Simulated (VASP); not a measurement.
# AlN (P6_3/mmc) in VASP: a series of runs

AlN is run at these levels: PBEsol; tasks: single point.

Program: VASP 6.6.1. These are calculated values, not measurements. Logs are shortened: lines on timing, memory, paths and dates and some standing lists are left out, and cuts for length are marked.

### 1 The cell of the first run

It takes space group P6_3/mmc (No. 194, hexagonal). The conventional cell has a = 3.345 Å, b = 3.345 Å, c = 4.129 Å, α = 90.00°, β = 90.00°, γ = 120.00°. Within 2.6 Å of Al (site symmetry -6m2) lie 5 N at 1.93 to 2.06 Å. Within 2.6 Å of N (site symmetry -6m2) lie 5 Al at 1.93 to 2.06 Å.

### 2 Single point, PBEsol (volume 10.004 Å^3 an atom, c/a of the conventional cell 1.2341)

INCAR reads:

```
SYSTEM = AlN
PREC = Accurate
ENCUT = 520
EDIFF = 1E-6
ISMEAR = 0
SIGMA = 0.05
LREAL = .False.
LASPH = .True.
NELM = 60
ALGO = Normal
ISIF = 2
LWAVE = .False.
LCHARG = .True.
GGA = PS
LELF = .True.
LVHAR = .True.
NBANDS = 16
```

KPOINTS reads:

```
regular mesh
0
Gamma
  9 9 6
  0 0 0
```

POSCAR reads:

```
AlN
1.0
    3.3454219093      0.0000000000      0.0000000000
   -1.6727109547      2.8972203598      0.0000000000
    0.0000000000      0.0000000000      4.1285851783
Al N
2 2
Direct
    0.3333333333      0.6666666667      0.7500000000
    0.6666666667      0.3333333333      0.2500000000
    0.3333333333      0.6666666667      0.2500000000
    0.6666666667      0.3333333333      0.7500000000
```

Potentials or basis: VASP PAW PBE potentials, release 64 (Al, N).

Command:

```sh
> cat potpaw_PBE.64/Al/POTCAR potpaw_PBE.64/N/POTCAR > POTCAR
> mpirun -np 1 vasp_std > vasp.out
```

OUTCAR:

```text
SYSTEM = AlN
   PREC = Accurate
   ENCUT = 520
   EDIFF = 1E-6
   ISMEAR = 0
   LREAL = .False.
   LASPH = .True.
   NELM = 60
   ISIF = 2
   GGA = PS

 ion  position               nearest neighbor table
   1  0.333  0.667  0.750-   4 1.93   4 1.93   4 1.93   3 2.06   3 2.06   2 2.83   2 2.83   2 2.83
                             2 2.83   2 2.83   2 2.83
   2  0.667  0.333  0.250-   3 1.93   3 1.93   3 1.93   4 2.06   4 2.06   1 2.83   1 2.83   1 2.83
                             1 2.83   1 2.83   1 2.83
   3  0.333  0.667  0.250-   2 1.93   2 1.93   2 1.93   1 2.06   1 2.06
   4  0.667  0.333  0.750-   1 1.93   1 1.93   1 1.93   2 2.06   2 2.06

  LATTYP: Found a hexagonal cell.
 ALAT       =     3.3454219093
 C/A-ratio  =     1.2341000000

  Lattice vectors:

 A1 = (   3.3454219093,   0.0000000000,   0.0000000000)
 A2 = (  -1.6727109547,   2.8972203598,   0.0000000000)
 A3 = (   0.0000000000,   0.0000000000,   4.1285851783)

Analysis of symmetry for initial positions (statically):
=====================================================================
 Subroutine PRICEL returns:
 Original cell was already a primitive cell.

 Routine SETGRP: Setting up the symmetry group for a
 hexagonal supercell.

 Subroutine GETGRP returns: Found 24 space group operations
 (whereof 12 operations were pure point group operations)
 out of a pool of 24 trial point group operations.

The static configuration has the point symmetry D_3d.
 The point group associated with its full space group is D_6h.

Analysis of symmetry for dynamics (positions and initial velocities):
=====================================================================
 Subroutine PRICEL returns:
 Original cell was already a primitive cell.

 Routine SETGRP: Setting up the symmetry group for a
 hexagonal supercell.

 Subroutine GETGRP returns: Found 24 space group operations
 (whereof 12 operations were pure point group operations)
 out of a pool of 24 trial point group operations.

The dynamic configuration has the point symmetry D_3d.
 The point group associated with its full space group is D_6h.

 Subroutine INISYM returns: Found 24 space group operations
 (whereof 12 operations are pure point group operations),
 and found     1 'primitive' translations

----------------------------------------------------------------------------------------

                                     Primitive cell

  volume of cell :      40.0160

  direct lattice vectors                    reciprocal lattice vectors
     3.345421909  0.000000000  0.000000000     0.298915960  0.172579210  0.000000000
    -1.672710955  2.897220360  0.000000000     0.000000000  0.345158419  0.000000000
     0.000000000  0.000000000  4.128585178     0.000000000  0.000000000  0.242213726

  length of vectors
     3.345421909  3.345421909  4.128585178     0.345158419  0.345158419  0.242213726

  position of ions in fractional coordinates (direct lattice)
     0.333333333  0.666666667  0.750000000
     0.666666667  0.333333333  0.250000000
     0.333333333  0.666666667  0.250000000
     0.666666667  0.333333333  0.750000000

  ion indices of the primitive-cell ions
   primitive index   ion index
                 1           1
                 2           2
                 3           3
                 4           4

----------------------------------------------------------------------------------------

 KPOINTS: regular mesh

Automatic generation of k-mesh.
 Grid dimensions read from file:
 generate k-points for:    9    9    6

 Generating k-lattice:

  Cartesian coordinates                     Fractional coordinates (reciprocal lattice)
     0.033212884  0.019175468  0.000000000     0.111111111  0.000000000  0.000000000
     0.000000000  0.038350935  0.000000000     0.000000000  0.111111111  0.000000000
     0.000000000  0.000000000  0.040368954     0.000000000  0.000000000  0.166666667

  Length of vectors
     0.038350935  0.038350935  0.040368954

  Shift w.r.t. Gamma in fractional coordinates (k-lattice)
     0.000000000  0.000000000  0.000000000

 Subroutine IBZKPT returns following result:
 ===========================================

 Found     48 irreducible k-points:

 Following reciprocal coordinates:
            Coordinates               Weight
  0.000000  0.000000  0.000000      1.000000
  0.111111 -0.000000  0.000000      6.000000
  0.222222  0.000000  0.000000      6.000000
  0.333333 -0.000000  0.000000      6.000000
  0.444444  0.000000  0.000000      6.000000
  0.111111  0.111111  0.000000      6.000000
[... 16 lines left out ...]
  0.333333  0.222222  0.166667     24.000000
  0.333333  0.333333  0.166667      4.000000
 [... further k-points ...]
   k-points           NKPTS =     48   k-points in BZ     NKDIM =     48   number of bands    NBANDS=     16
   number of dos      NEDOS =    301   number of ions     NIONS =      4
   total plane-waves  NPLWV =  25088
   dimension x,y,z NGX =    28 NGY =   28 NGZ =   32
   dimension x,y,z NGXF=    56 NGYF=   56 NGZF=   64
   ions per type =               2   2
   NGX,Y,Z   is equivalent  to a cutoff of  13.91, 13.91, 12.89 a.u.
   NGXF,Y,Z  is equivalent  to a cutoff of  27.83, 27.83, 25.77 a.u.
 SYSTEM =  AlN
   PREC   = accura    normal or accurate (medium, high low for compatibility)
   ISTART =      0    job   : 0-new  1-cont  2-samecut
   ICHARG =      2    charge: 1-file 2-atom 10-const
   ISPIN  =      1    spin polarized calculation?
   LNONCOLLINEAR =      F non collinear calculations
   LSORBIT =      F    spin-orbit coupling
   LASPH  =      T    aspherical Exc in radial PAW
   ENCUT  =  520.0 eV  38.22 Ry    6.18 a.u.   6.22  6.22  7.68*2*pi/ulx,y,z
   NELM   =     60;   NELMIN=  2; NELMDL= -5     # of ELM steps
   EDIFF  = 0.1E-05   stopping-criterion for ELM
   LREAL  =      F    real-space projection
   EDIFFG = 0.1E-04   stopping-criterion for IOM
   NSW    =      0    number of steps for IOM
   IBRION =     -1    ionic relax: 0-MD 1-quasi-New 2-CG
   NFREE  =      0    steps in history (QN), initial steepest desc. (CG)
   ISIF   =      2    stress and relaxation
   ISYM   =      2    0-nonsym 1-usesym 2-fastsym
   POTIM  = 0.5000    time-step for ionic-motion
   TEBEG  =    0.0;   TEEND  =   0.0 temperature during run
   PSTRESS=    0.0 pullay stress
   NELECT =      16.0000    total number of electrons
   NUPDOWN=      -1.0000    fix difference up-down
   EMIN   =  10.00;   EMAX   =-10.00  energy-range for DOS
   EFERMI =   0.00;   METHOD = LEGACY
   ISMEAR =     0;   SIGMA  =   0.05  broadening in eV -4-tet -1-fermi 0-gaus
   EFERMI_NEDOS =   21; number of points for ismear=-14 and -15
   IALGO  =     38    algorithm
   IMIX   =      4    mixing-type and parameters
     AMIX     =   0.40;   BMIX     =  1.00
     AMIX_MAG =   1.60;   BMIX_MAG =  1.00
  volume/ion in A,a.u.               =      10.00        67.51
  Fermi-wavevector in a.u.,A,eV,Ry     =   1.206064  2.279130 19.790896  1.454590
  Thomas-Fermi vector in A             =   2.341742
   LORBIT       =      0    0 simple, 1 ext, 2 COOP (PROOUT), +10 PAW based schemes
   GGA     = PS    functional components
   LHFCALC =     F    Hartree Fock is set to
   AEXX    =    0.0000 exact exchange contribution
   IVDW    =     0    specifies the selected vdW correction
   LEPSILON=     F    determine dielectric tensor
   LRPA    =     F    only Hartree local field effects (RPA)
 non-spin polarized calculation
 Gauss-broadening in eV      SIGMA  =   0.05
  energy-cutoff  :      520.00
  volume of cell :       40.02
 maximum number of plane-waves:      1096
 NGX is ok and might be reduce to    28
   NGX = 13   NGY = 13   NGZ = 15

 number of electron      16.0000001 magnetization

 Free energy of the ion-electron system (eV)
  ---------------------------------------------------
  ext. energy  EPLUGINS =         0.00000000
  ---------------------------------------------------
  free energy    TOTEN  =       -30.92582147 eV

  energy without entropy =      -30.92582147  energy(sigma->0) =      -30.92582147

 E-fermi :   7.9497     XC(G=0): -11.3231

 val. band max:        7.6865401713   @ k =   0.0000   0.0000   0.0000
 cond. band min:      10.8995791966   @ k =   0.0000   0.0000   0.0000
 fundamental gap:      3.2130390252
 Fermi energy:         7.9496952636

 k-point     1 :       0.0000    0.0000    0.0000
  band No.  band energies     occupation
      1      -8.9442      2.00000
      2      -5.1745      2.00000
      3       0.9481      2.00000
      4       4.4441      2.00000
      5       4.4441      2.00000
      6       6.2292      2.00000
[... 8 lines left out ...]
     15      19.4672      0.00000
     16      19.4672      0.00000

 k-point     2 :       0.1111   -0.0000    0.0000
  band No.  band energies     occupation
      1      -8.8061      2.00000
      2      -5.1819      2.00000
      3       1.0952      2.00000
      4       3.9612      2.00000
      5       4.2430      2.00000
      6       5.7381      2.00000
[... 8 lines left out ...]
     15      18.9099      0.00000
     16      19.2389      0.00000

 k-point     3 :       0.2222    0.0000    0.0000
  band No.  band energies     occupation
      1      -8.4100      2.00000
      2      -5.2474      2.00000
      3       1.5239      2.00000
      4       2.9195      2.00000
      5       3.8333      2.00000
      6       4.8630      2.00000
[... 8 lines left out ...]
     15      17.9766      0.00000
     16      20.1757      0.00000

 k-point     4 :       0.3333   -0.0000    0.0000
  band No.  band energies     occupation
      1      -7.8216      2.00000
      2      -5.4691      2.00000
      3       1.9657      2.00000
      4       2.1825      2.00000
      5       3.4627      2.00000
      6       4.1205      2.00000
[... 8 lines left out ...]
     15      18.8076      0.00000
     16      20.7178      0.00000

 k-point     5 :       0.4444    0.0000    0.0000
  band No.  band energies     occupation
      1      -7.2305      2.00000
      2      -5.8347      2.00000
      3       1.4497      2.00000
      4       2.8791      2.00000
      5       3.2539      2.00000
      6       3.6982      2.00000
[... 8 lines left out ...]
     15      20.4073      0.00000
     16      21.0952      0.00000

 k-point     6 :       0.1111    0.1111    0.0000
  band No.  band energies     occupation
      1      -8.5386      2.00000
      2      -5.2180      2.00000
      3       1.3835      2.00000
      4       3.4279      2.00000
      5       3.6097      2.00000
      6       5.2993      2.00000
[... 8 lines left out ...]
     15      18.7066      0.00000
     16      19.8579      0.00000
[... 267 lines left out ...]
 k-point    21 :       0.4444    0.1111    0.1667
  band No.  band energies     occupation
      1      -6.9204      2.00000
      2      -5.9758      2.00000
      3       0.9594      2.00000
      4       2.5589      2.00000
      5       2.7993      2.00000
      6       4.2183      2.00000
[... 8 lines left out ...]
     15      19.7560      0.00000
     16      21.0843      0.00000

 k-point    22 :       0.2222    0.2222    0.1667
  band No.  band energies     occupation
      1      -7.3630      2.00000
      2      -5.7109      2.00000
      3       1.5215      2.00000
      4       1.8815      2.00000
      5       3.5319      2.00000
      6       4.1030      2.00000
[... 8 lines left out ...]
     15      19.5437      0.00000
     16      20.8900      0.00000

 k-point    23 :       0.3333    0.2222    0.1667
  band No.  band energies     occupation
      1      -6.8192      2.00000
      2      -6.0031      2.00000
      3       1.2442      2.00000
      4       1.9949      2.00000
      5       2.7605      2.00000
      6       4.6005      2.00000
[... 8 lines left out ...]
     15      19.3580      0.00000
     16      20.9494      0.00000

 k-point    24 :       0.3333    0.3333    0.1667
  band No.  band energies     occupation
      1      -6.3631      2.00000
      2      -6.3631      2.00000
      3       1.2333      2.00000
      4       2.2267      2.00000
      5       2.2267      2.00000
      6       4.9181      2.00000
[... 8 lines left out ...]
     15      18.9358      0.00000
     16      20.7592      0.00000

 [... further k-points ...]

------------------------ aborting loop because EDIFF is reached ----------------------------------------

  FORCE on cell =-STRESS in cart. coord.  units (eV):
  Direction    XX          YY          ZZ          XY          YZ          ZX
  --------------------------------------------------------------------------------------
  -------------------------------------------------------------------------------------
  Total       -1.5937395     -1.5937395     -0.6743907      0.0000000     -0.0000000     -0.0000000
  in kB      -63.8108085    -63.8108085    -27.0015361      0.0000000     -0.0000000     -0.0000000
  external PRESSURE =     -51.5410510 kB  Pullay stress =       0.0000000 kB

 VOLUME and BASIS-vectors are now :
 -----------------------------------------------------------------------------
  energy-cutoff  :      520.00
  volume of cell :       40.02
      direct lattice vectors                 reciprocal lattice vectors
     3.345421909  0.000000000  0.000000000     0.298915960  0.172579210  0.000000000
    -1.672710955  2.897220360  0.000000000     0.000000000  0.345158419  0.000000000
     0.000000000  0.000000000  4.128585178     0.000000000  0.000000000  0.242213726

 POSITION                                       TOTAL-FORCE (eV/Angst)
 -----------------------------------------------------------------------------------
     -0.00000      1.93148      3.09644         0.000000      0.000000      0.000000
      1.67271      0.96574      1.03215         0.000000     -0.000000      0.000000
     -0.00000      1.93148      1.03215        -0.000000     -0.000000      0.000000
      1.67271      0.96574      3.09644        -0.000000      0.000000      0.000000
 -----------------------------------------------------------------------------------
    total drift:                               -0.000000     -0.000000     -0.000000

  FREE ENERGIE OF THE ION-ELECTRON SYSTEM (eV)
  ---------------------------------------------------
  free  energy   TOTEN  =       -30.9258214742 eV

  energy  without entropy=      -30.9258214742  energy(sigma->0) =      -30.92582147
```

Wall time 28 s (1 thread of Intel Xeon 6975P-C, shared host); peak memory 0.17 GiB.

What came out:

```
Free energy            : -30.9258 eV
Pressure               : -5.2 GPa
Band gap on the k mesh : 3.21 eV, direct
```

Caveat: the PAW data sets were made with another functional, which shifts forces and pressure a little.

### 3 Single point, PBEsol (volume 10.004 Å^3 an atom, c/a of the conventional cell 1.1574)

INCAR reads:

```
SYSTEM = AlN
PREC = Accurate
ENCUT = 520
EDIFF = 1E-6
ISMEAR = 0
SIGMA = 0.05
LREAL = .FALSE.
LASPH = .TRUE.
NELM = 100
ALGO = Normal
ISIF = 2
LWAVE = .FALSE.
LCHARG = .FALSE.
GGA = PS
NBANDS = 16
```

KPOINTS reads:

```
regular mesh
0
G
  9 9 6
  0 0 0
```

POSCAR reads:

```
AlN
1.0
    3.4177465603      0.0000000000      0.0000000000
   -1.7088732802      2.9598553449      0.0000000000
    0.0000000000      0.0000000000      3.9556998689
Al N
2 2
Direct
    0.3333333333      0.6666666667      0.7500000000
    0.6666666667      0.3333333333      0.2500000000
    0.3333333333      0.6666666667      0.2500000000
    0.6666666667      0.3333333333      0.7500000000
```

Potentials or basis: VASP PAW PBE potentials, release 64 (Al, N).

Command:

```sh
> cat potpaw_PBE.64/Al/POTCAR potpaw_PBE.64/N/POTCAR > POTCAR
> mpirun -np 1 vasp_std > vasp.out
```

Run time: 26 s. Hardware: 1 thread of Intel Xeon 6975P-C, shared host; peak memory 0.17 GiB.

It converged, with:

* Free energy: -30.8190 eV
* Pressure: -4.3 GPa
* Band gap on the k mesh: 3.41 eV, direct

Stress tensor (GPa, compression positive):
```
-9.89  0.00  0.00
 0.00 -9.89  0.00
 0.00  0.00  6.91
```

Levels at points of the mesh, in eV from the valence-band top:
| k point | band 5 | band 6 | band 7 | band 8 | band 9 | band 10 | band 11 | band 12 |
| --- | --- | --- | --- | --- | --- | --- | --- | --- |
| (0.00, 0.00, 0.00) | -3.14 | -1.03 | -1.03 | 0.00 | 3.41 | 4.47 | 8.11 | 8.11 |
| (0.00, 0.00, 0.50) | -2.13 | -2.13 | -2.13 | -2.13 | 5.88 | 5.88 | 8.13 | 8.13 |

Caveat: the PAW data sets were made with another functional, which shifts forces and pressure a little.
